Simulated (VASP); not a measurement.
# Ge (Cmmm) in VASP: further runs

Ge is run at these levels: r2SCAN; tasks: single point.

Program: VASP 6.6.1. These are calculated values, not measurements. Logs are shortened: lines on timing, memory, paths and dates and some standing lists are left out, and cuts for length are marked.

## Step 1: The cell of the first run

The structure is orthorhombic, space group Cmmm (No. 65). The conventional cell has a = 2.630 Å, b = 4.894 Å, c = 3.047 Å, α = 90.00°, β = 90.00°, γ = 90.00°. Within 3.5 Å of Ge (site symmetry mmm) lie 8 Ge at 2.63 to 3.05 Å.

## Step 2: Single point, r2SCAN

POSCAR

```
Ge
1.0
    1.3147675467     -2.4471792497      0.0000000000
    1.3147675467      2.4471792497      0.0000000000
    0.0000000000      0.0000000000      3.0469591023
Ge
1
Direct
    0.5000000000      0.5000000000      0.0000000000
```

INCAR.step1

```
SYSTEM = Ge
ALGO = Normal ; EDIFF = 1E-4
ENCUT = 520 ; GGA = PE
ISMEAR = 0 ; LASPH = .True.
LCHARG = .False. ; LREAL = .False.
LWAVE = .True. ; NBANDS = 13
NELM = 100 ; PREC = Accurate
SIGMA = 0.15
```

INCAR.step2

```
SYSTEM = Ge
ALGO = Normal ; EDIFF = 1E-7
ENCUT = 520 ; ISIF = 2
ISMEAR = 0 ; ISTART = 1
LASPH = .True. ; LCHARG = .True.
LELF = .True. ; LMIXTAU = .True.
LREAL = .False. ; LVHAR = .True.
LWAVE = .False. ; METAGGA = R2SCAN
NBANDS = 13 ; NELM = 100
PREC = Accurate ; SIGMA = 0.15
```

KPOINTS

```
k-points
0
Gamma
  22 22 20
  0 0 0
```

Potentials or basis: VASP PAW PBE potentials, release 64 (Ge_d).

Run with:

```sh
$ cat potpaw_PBE.64/Ge_d/POTCAR > POTCAR
$ cp INCAR.step1 INCAR
$ mpirun -np 1 vasp_std > vasp.out
$ cp INCAR.step2 INCAR
$ mpirun -np 1 vasp_std > vasp.out
```

OUTCAR:

```text
SYSTEM = Ge
   EDIFF = 1E-7
   ENCUT = 520
   ISIF = 2
   ISMEAR = 0
   ISTART = 1
   LASPH = .True.
   LREAL = .False.
   METAGGA = R2SCAN
   NELM = 100
   PREC = Accurate

 ion  position               nearest neighbor table
   1  0.500  0.500  0.000-

  LATTYP: Found a base centered orthorhombic cell.
 ALAT       =     2.6295350934
 B/A-ratio  =     1.8613018368
 C/A-ratio  =     1.1587444145

  Lattice vectors:

 A1 = (   1.3147675467,  -2.4471792497,   0.0000000000)
 A2 = (   1.3147675467,   2.4471792497,   0.0000000000)
 A3 = (   0.0000000000,   0.0000000000,   3.0469591023)

Analysis of symmetry for initial positions (statically):
=====================================================================
 Subroutine PRICEL returns:
 Original cell was already a primitive cell.

 Routine SETGRP: Setting up the symmetry group for a
 base centered orthorhombic supercell.

 Subroutine GETGRP returns: Found  8 space group operations
 (whereof  8 operations were pure point group operations)
 out of a pool of  8 trial point group operations.

The static configuration has the point symmetry D_2h.

Analysis of symmetry for dynamics (positions and initial velocities):
=====================================================================
 Subroutine PRICEL returns:
 Original cell was already a primitive cell.

 Routine SETGRP: Setting up the symmetry group for a
 base centered orthorhombic supercell.

 Subroutine GETGRP returns: Found  8 space group operations
 (whereof  8 operations were pure point group operations)
 out of a pool of  8 trial point group operations.

The dynamic configuration has the point symmetry D_2h.

 Subroutine INISYM returns: Found  8 space group operations
 (whereof  8 operations are pure point group operations),
 and found     1 'primitive' translations

----------------------------------------------------------------------------------------

                                     Primitive cell

  volume of cell :      19.6070

  direct lattice vectors                    reciprocal lattice vectors
     1.314767547 -2.447179250  0.000000000     0.380295362 -0.204316868  0.000000000
     1.314767547  2.447179250  0.000000000     0.380295362  0.204316868  0.000000000
     0.000000000  0.000000000  3.046959102     0.000000000  0.000000000  0.328196069

  length of vectors
     2.778002877  2.778002877  3.046959102     0.431705855  0.431705855  0.328196069

  position of ions in fractional coordinates (direct lattice)
     0.500000000  0.500000000  0.000000000

  ion indices of the primitive-cell ions
   primitive index   ion index
                 1           1

----------------------------------------------------------------------------------------

 KPOINTS: k-points

Automatic generation of k-mesh.
 Grid dimensions read from file:
 generate k-points for:   22   22   20

 Generating k-lattice:

  Cartesian coordinates                     Fractional coordinates (reciprocal lattice)
     0.017286153 -0.009287130  0.000000000     0.045454545  0.000000000  0.000000000
     0.017286153  0.009287130  0.000000000     0.000000000  0.045454545  0.000000000
     0.000000000  0.000000000  0.016409803     0.000000000  0.000000000  0.050000000

  Length of vectors
     0.019622993  0.019622993  0.016409803

  Shift w.r.t. Gamma in fractional coordinates (k-lattice)
     0.000000000  0.000000000  0.000000000

 Subroutine IBZKPT returns following result:
 ===========================================

 Found   1463 irreducible k-points:

 Following reciprocal coordinates:
            Coordinates               Weight
  0.000000  0.000000  0.000000      1.000000
  0.045455 -0.000000  0.000000      4.000000
  0.090909 -0.000000  0.000000      4.000000
  0.136364 -0.000000  0.000000      4.000000
  0.181818 -0.000000  0.000000      4.000000
  0.227273 -0.000000  0.000000      4.000000
[... 16 lines left out ...]
  0.500000  0.045455  0.000000      4.000000
 -0.454545  0.045455  0.000000      4.000000
 [... further k-points ...]
   k-points           NKPTS =   1463   k-points in BZ     NKDIM =   1463   number of bands    NBANDS=     13
   number of dos      NEDOS =    301   number of ions     NIONS =      1
   total plane-waves  NPLWV =  13824
   dimension x,y,z NGX =    24 NGY =   24 NGZ =   24
   dimension x,y,z NGXF=    48 NGYF=   48 NGZF=   48
   ions per type =               1
   NGX,Y,Z   is equivalent  to a cutoff of  14.36, 14.36, 13.09 a.u.
   NGXF,Y,Z  is equivalent  to a cutoff of  28.72, 28.72, 26.19 a.u.
 SYSTEM =  Ge
   PREC   = accura    normal or accurate (medium, high low for compatibility)
   ISTART =      1    job   : 0-new  1-cont  2-samecut
   ICHARG =      0    charge: 1-file 2-atom 10-const
   ISPIN  =      1    spin polarized calculation?
   LNONCOLLINEAR =      F non collinear calculations
   LSORBIT =      F    spin-orbit coupling
   LASPH  =      T    aspherical Exc in radial PAW
   ENCUT  =  520.0 eV  38.22 Ry    6.18 a.u.   5.17  5.17  5.67*2*pi/ulx,y,z
   NELM   =    100;   NELMIN=  2; NELMDL=  0     # of ELM steps
   EDIFF  = 0.1E-06   stopping-criterion for ELM
   LREAL  =      F    real-space projection
   EDIFFG = 0.1E-05   stopping-criterion for IOM
   NSW    =      0    number of steps for IOM
   IBRION =     -1    ionic relax: 0-MD 1-quasi-New 2-CG
   NFREE  =      0    steps in history (QN), initial steepest desc. (CG)
   ISIF   =      2    stress and relaxation
   ISYM   =      2    0-nonsym 1-usesym 2-fastsym
   POTIM  = 0.5000    time-step for ionic-motion
   TEBEG  =    0.0;   TEEND  =   0.0 temperature during run
   PSTRESS=    0.0 pullay stress
   NELECT =      14.0000    total number of electrons
   NUPDOWN=      -1.0000    fix difference up-down
   EMIN   =  10.00;   EMAX   =-10.00  energy-range for DOS
   EFERMI =   0.00;   METHOD = LEGACY
   ISMEAR =     0;   SIGMA  =   0.15  broadening in eV -4-tet -1-fermi 0-gaus
   EFERMI_NEDOS =   21; number of points for ismear=-14 and -15
   IALGO  =     38    algorithm
   IMIX   =      4    mixing-type and parameters
     AMIX     =   0.40;   BMIX     =  1.00
     AMIX_MAG =   1.60;   BMIX_MAG =  1.00
  volume/ion in A,a.u.               =      19.61       132.31
  Fermi-wavevector in a.u.,A,eV,Ry     =   1.463234  2.765111 29.130796  2.141053
  Thomas-Fermi vector in A             =   2.579353
   LORBIT       =      0    0 simple, 1 ext, 2 COOP (PROOUT), +10 PAW based schemes
   METAGGA = R2SCAN    functional components
   LHFCALC =     F    Hartree Fock is set to
   AEXX    =    0.0000 exact exchange contribution
   IVDW    =     0    specifies the selected vdW correction
   LEPSILON=     F    determine dielectric tensor
   LRPA    =     F    only Hartree local field effects (RPA)
 non-spin polarized calculation
 Gauss-broadening in eV      SIGMA  =   0.15
  energy-cutoff  :      520.00
  volume of cell :       19.61
 maximum number of plane-waves:       551
 NGX is ok and might be reduce to    24

 number of electron      13.9999993 magnetization

 Free energy of the ion-electron system (eV)
  ---------------------------------------------------
  ext. energy  EPLUGINS =         0.00000000
  ---------------------------------------------------
  free energy    TOTEN  =       -13.29316112 eV

  energy without entropy =      -13.28802157  energy(sigma->0) =      -13.29059135

 E-fermi :   6.1430     XC(G=0): -12.0347

 val. band max:        6.1412599181   @ k =  -0.0909   0.0909   0.1500
 cond. band min:       6.1439936317   @ k =  -0.4545   0.2727   0.5000
 fundamental gap:      0.0027337136
 Fermi energy:         6.1430215569

 k-point     1 :       0.0000    0.0000    0.0000
  band No.  band energies     occupation
      1     -19.4350      2.00000
      2     -19.4003      2.00000
      3     -19.3285      2.00000
      4     -19.2245      2.00000
      5     -19.2010      2.00000
      6      -7.6610      2.00000
      7       8.7591      0.00000
      8      13.3067      0.00000
      9      16.4292      0.00000
     10      18.4220      0.00000
     11      21.5297      0.00000
     12      24.4066      0.00000
     13      24.4081      0.00000

 k-point     2 :       0.0455   -0.0000    0.0000
  band No.  band energies     occupation
      1     -19.4300      2.00000
      2     -19.3984      2.00000
      3     -19.3292      2.00000
      4     -19.2252      2.00000
      5     -19.2031      2.00000
      6      -7.6005      2.00000
      7       8.8213      0.00000
      8      13.3330      0.00000
      9      16.1886      0.00000
     10      17.8051      0.00000
     11      21.6981      0.00000
     12      22.9115      0.00000
     13      25.6281      0.00000

 k-point     3 :       0.0909   -0.0000    0.0000
  band No.  band energies     occupation
      1     -19.4158      2.00000
      2     -19.3935      2.00000
      3     -19.3302      2.00000
      4     -19.2274      2.00000
      5     -19.2092      2.00000
      6      -7.4185      2.00000
      7       9.0070      0.00000
      8      13.3688      0.00000
      9      15.5765      0.00000
     10      16.4260      0.00000
     11      21.0137      0.00000
     12      23.1385      0.00000
     13      26.6880      0.00000

 k-point     4 :       0.1364   -0.0000    0.0000
  band No.  band energies     occupation
      1     -19.3963      2.00000
      2     -19.3870      2.00000
      3     -19.3277      2.00000
      4     -19.2321      2.00000
      5     -19.2176      2.00000
      6      -7.1145      2.00000
      7       9.3140      0.00000
      8      13.0750      0.00000
      9      14.7876      0.00000
     10      15.1537      0.00000
     11      19.9811      0.00000
     12      24.2823      0.00000
     13      28.0214      0.00000

 k-point     5 :       0.1818   -0.0000    0.0000
  band No.  band energies     occupation
      1     -19.3937      2.00000
      2     -19.3646      2.00000
      3     -19.3166      2.00000
      4     -19.2415      2.00000
      5     -19.2250      2.00000
      6      -6.6879      2.00000
      7       9.7384      0.00000
      8      11.7160      0.00000
      9      14.3136      0.00000
     10      14.6103      0.00000
     11      19.0915      0.00000
     12      25.6599      0.00000
     13      29.3132      0.00000
[... 257 lines left out ...]
 k-point    22 :       0.4545    0.0455    0.0000
  band No.  band energies     occupation
      1     -19.4507      2.00000
      2     -19.3182      2.00000
      3     -19.2538      2.00000
      4     -19.2461      2.00000
      5     -19.1613      2.00000
      6      -0.9902      2.00000
      7       0.7508      2.00000
      8      10.9266      0.00000
      9      14.0260      0.00000
     10      16.3913      0.00000
     11      19.8225      0.00000
     12      20.0946      0.00000
     13      21.3246      0.00000

 k-point    23 :       0.5000    0.0455    0.0000
  band No.  band energies     occupation
      1     -19.4503      2.00000
      2     -19.3173      2.00000
      3     -19.2521      2.00000
      4     -19.2463      2.00000
      5     -19.1648      2.00000
      6      -1.1006      2.00000
      7       0.8782      2.00000
      8      10.8370      0.00000
      9      13.9934      0.00000
     10      16.4761      0.00000
     11      19.8681      0.00000
     12      20.0026      0.00000
     13      21.4485      0.00000

 k-point    24 :      -0.4545    0.0455    0.0000
  band No.  band energies     occupation
      1     -19.4459      2.00000
      2     -19.3121      2.00000
      3     -19.2564      2.00000
      4     -19.2455      2.00000
      5     -19.1778      2.00000
      6      -2.1935      2.00000
      7       2.2234      2.00000
      8      10.8731      0.00000
      9      13.5022      0.00000
     10      16.5899      0.00000
     11      19.0503      0.00000
     12      20.5884      0.00000
     13      22.7396      0.00000

 [... further k-points ...]

------------------------ aborting loop because EDIFF is reached ----------------------------------------

  FORCE on cell =-STRESS in cart. coord.  units (eV):
  Direction    XX          YY          ZZ          XY          YZ          ZX
  --------------------------------------------------------------------------------------
  -------------------------------------------------------------------------------------
  Total        1.1968195      0.8774986     -1.5892822     -0.0000000      0.0000000      0.0000000
  in kB       97.7975235     71.7043719   -129.8674203     -0.0000000      0.0000000      0.0000000
  external PRESSURE =      13.2114917 kB  Pullay stress =       0.0000000 kB

 VOLUME and BASIS-vectors are now :
 -----------------------------------------------------------------------------
  energy-cutoff  :      520.00
  volume of cell :       19.61
      direct lattice vectors                 reciprocal lattice vectors
     1.314767547 -2.447179250  0.000000000     0.380295362 -0.204316868  0.000000000
     1.314767547  2.447179250  0.000000000     0.380295362  0.204316868  0.000000000
     0.000000000  0.000000000  3.046959102     0.000000000  0.000000000  0.328196069

 POSITION                                       TOTAL-FORCE (eV/Angst)
 -----------------------------------------------------------------------------------
      1.31477      0.00000      0.00000        -0.000000      0.000000      0.000000
 -----------------------------------------------------------------------------------
    total drift:                               -0.000000     -0.000000     -0.000000

  FREE ENERGIE OF THE ION-ELECTRON SYSTEM (eV)
  ---------------------------------------------------
  free  energy   TOTEN  =       -13.2931611235 eV

  energy  without entropy=      -13.2880215710  energy(sigma->0) =      -13.29059135
```

Run time: 12 min. Hardware: 1 thread of AMD EPYC 9R45 (Zen 5), shared host; peak memory 0.41 GiB.

What came out:

| Quantity | Value |
| --- | --- |
| Free energy | -13.2932 eV |
| Pressure | 1.3 GPa |
| Band gap on the k mesh | zero (band 7 reaches 10.07 eV, above the bottom of band 8 at 3.39 eV) |

Stress tensor (GPa, compression positive):
```
  9.78   0.00   0.00
  0.00   7.17   0.00
  0.00   0.00 -12.99
```

Caveat: the PAW data sets were made with another functional, which shifts forces and pressure a little.

## Step 3: Single point, r2SCAN

This run uses another cell than the first one, of the same volume but with other edges.

POSCAR

```
Ge
1.0
    1.4365258600     -2.6738082218      0.0000000000
    1.4365258600      2.6738082218      0.0000000000
    0.0000000000      0.0000000000      2.5523350187
Ge
1
Direct
    0.5000000000      0.5000000000      0.0000000000
```

INCAR.step1

```
PREC = Accurate ; ENCUT = 520
ISMEAR = 0 ; SIGMA = 0.15
LREAL = F ; LASPH = T
NELM = 100 ; NBANDS = 13
GGA = PE ; ALGO = Normal
EDIFF = 1E-4 ; LWAVE = T
LCHARG = F
```

INCAR.step2

```
PREC = Accurate ; ENCUT = 520
EDIFF = 1E-6 ; ISMEAR = 0
SIGMA = 0.15 ; LREAL = F
LASPH = T ; NELM = 100
ALGO = Normal ; ISIF = 2
LWAVE = F ; LCHARG = F
METAGGA = R2SCAN ; LMIXTAU = T
NBANDS = 13 ; ISTART = 1
```

KPOINTS

```
regular mesh
0
Gamma
  22 22 20
```

Potentials or basis: VASP PAW PBE potentials, release 64 (Ge_d).

Run with:

```sh
$ cat potpaw_PBE.64/Ge_d/POTCAR > POTCAR
$ cp INCAR.step1 INCAR
$ mpirun -np 1 vasp_std > vasp.out
$ cp INCAR.step2 INCAR
$ mpirun -np 1 vasp_std > vasp.out
```

Run time: 4.3 min. Hardware: 1 thread of Intel Xeon 6975P-C (Granite Rapids), shared host; peak memory 0.43 GiB.

Results (log left out):

```yaml
Free_energy: -13.4356 eV
Pressure: -2.4 GPa
Band_gap_on_the_k_mesh: zero (band 7 reaches 12.41 eV, above the bottom of band 8 at 2.88 eV)
```

Stress tensor (GPa, compression positive):
```
-6.63  0.00  0.00
 0.00 -7.67  0.00
 0.00  0.00  7.15
```

Levels at points of the mesh, in eV from the Fermi level:
```tsv
k point	band 5	band 6	band 7	band 8	band 9	band 10
(0.00, 0.00, 0.00)	-25.26	-13.54	6.21	7.64	9.36	10.92
(0.50, 0.00, 0.00)	-25.29	-8.80	-5.64	2.75	7.16	12.99
(0.50, 0.50, 0.00)	-25.27	-9.63	-5.82	4.47	8.76	12.34
(0.00, 0.00, 0.50)	-25.25	-8.56	-5.94	10.11	11.55	16.11
(0.50, 0.00, 0.50)	-25.17	-3.22	-2.39	-1.72	4.21	6.62
(0.50, 0.50, 0.50)	-25.18	-4.18	-2.98	-1.85	3.89	8.37
```

Caveat: the PAW data sets were made with another functional, which shifts forces and pressure a little.

## Step 4: Single point, r2SCAN

This run uses another cell than the first one, of the same volume but with other edges.

POSCAR

```
Ge
1.0
    1.3534591814     -2.5191960603      0.0000000000
    1.3534591814      2.5191960603      0.0000000000
    0.0000000000      0.0000000000      2.8752409889
Ge
1
Direct
    0.5000000000      0.5000000000      0.0000000000
```

INCAR.step1

```
SYSTEM = Ge
PREC = Accurate
ENCUT = 520
ISMEAR = 0
SIGMA = 0.15
LREAL = .False.
LASPH = .True.
NELM = 100
NBANDS = 13
GGA = PE
ALGO = Normal
EDIFF = 1E-4
LWAVE = .True.
LCHARG = .False.
```

INCAR.step2

```
SYSTEM = Ge
PREC = Accurate
ENCUT = 520
EDIFF = 1E-6
ISMEAR = 0
SIGMA = 0.15
LREAL = .False.
LASPH = .True.
NELM = 100
ALGO = Normal
ISIF = 2
LWAVE = .False.
LCHARG = .True.
METAGGA = R2SCAN
LMIXTAU = .True.
LELF = .True.
LVHAR = .True.
NBANDS = 13
ISTART = 1
```

KPOINTS

```
regular mesh
0
Gamma
  22 22 20
  0 0 0
```

Run with:

```sh
$ cat potpaw_PBE.64/Ge_d/POTCAR > POTCAR
$ cp INCAR.step1 INCAR
$ mpirun -np 1 vasp_std > vasp.out
$ cp INCAR.step2 INCAR
$ mpirun -np 1 vasp_std > vasp.out
```

It took 11 min on 1 thread of Intel Xeon Platinum 8259CL at 2.50GHz (Skylake/Cascade Lake), shared host; peak memory 0.44 GiB.

It converged, with:

```yaml
Free_energy: -13.4181 eV
Pressure: -1.9 GPa
Band_gap_on_the_k_mesh: zero (band 7 reaches 11.45 eV, above the bottom of band 8 at 3.27 eV)
```

Stress tensor (GPa, compression positive):
```
  4.14   0.00   0.00
  0.00   0.92   0.00
  0.00   0.00 -10.81
```

Levels at points of the mesh, in eV from the Fermi level:
| k point | band 4 | band 5 | band 6 | band 7 | band 8 | band 9 | band 10 | band 11 |
| --- | --- | --- | --- | --- | --- | --- | --- | --- |
| (0.00, 0.00, 0.00) | -25.30 | -25.28 | -13.60 | 4.57 | 8.84 | 8.96 | 10.75 | 14.31 |
| (0.50, 0.00, 0.00) | -25.31 | -25.27 | -7.47 | -5.59 | 4.55 | 8.81 | 9.28 | 15.35 |
| (0.50, 0.50, 0.00) | -25.29 | -25.29 | -8.49 | -5.85 | 6.61 | 8.48 | 10.56 | 15.01 |
| (0.00, 0.00, 0.50) | -25.34 | -25.31 | -10.65 | -5.95 | 11.20 | 12.99 | 17.04 | 18.76 |
| (0.50, 0.00, 0.50) | -25.28 | -25.22 | -4.09 | -3.31 | -1.11 | 4.09 | 6.77 | 12.22 |
| (0.50, 0.50, 0.50) | -25.28 | -25.25 | -5.22 | -3.51 | -1.87 | 3.65 | 8.84 | 14.27 |

Caveat: the PAW data sets were made with another functional, which shifts forces and pressure a little.

## Step 5: Overview

```tsv
cell	gap on the mesh (eV)	pressure (GPa)
a = 2.778, b = 2.778, c = 3.047 Å, angles 90.0, 90.0, 123.5°, 1 atom	none	1.3
a = 3.035, b = 3.035, c = 2.552 Å, angles 90.0, 90.0, 123.5°, 1 atom	none	-2.4
a = 2.860, b = 2.860, c = 2.875 Å, angles 90.0, 90.0, 123.5°, 1 atom	none	-1.9
```

Alike in all rows: task single point; level r2SCAN; potentials or basis VASP PAW PBE potentials, release 64 (Ge_d); no spin polarisation; k mesh 22 × 22 × 20; cutoff (eV) 520; smearing gaussian 0.15 eV.

Caveats: the PAW data sets were made with another functional, which shifts forces and pressure a little.

Total energies depend on the potentials used, so only differences within one code and one set of settings carry meaning.
